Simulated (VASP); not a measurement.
Input of a VASP 6.6.1 run:

Contents of INCAR:

```
ALGO = Normal ; EDIFF = 1E-6
ENCUT = 520 ; GGA = PE
ISIF = 2 ; ISMEAR = 0
LASPH = True ; LCHARG = False
LREAL = False ; LWAVE = False
NBANDS = 11 ; NELM = 100
PREC = Accurate ; SIGMA = 0.15
```

Contents of KPOINTS:

```
k-points
0
Gamma
  22 22 22
```

The input POSCAR:

```
Pt
1.0
    0.0000000000      2.0111048932      2.0111048932
    2.0111048932      0.0000000000      2.0111048932
    2.0111048932      2.0111048932      0.0000000000
Pt
1
Direct
    0.0000000000      0.0000000000      0.0000000000
```

Potentials or basis: VASP PAW PBE potentials, release 64 (Pt).

The run is started by

```console
$ cat potpaw_PBE.64/Pt/POTCAR > POTCAR
$ mpirun -np 1 vasp_std > vasp.out
```

Task: What does it give for the band gap on the k mesh?

Result: Zero (band 5 reaches 10.29 eV, above the bottom of band 6 at 8.33 eV).

Task: What does it give for the pressure?

Result: -9.1 GPa.

Caveat: spin-orbit coupling is left out, which moves the levels of the heavy elements.
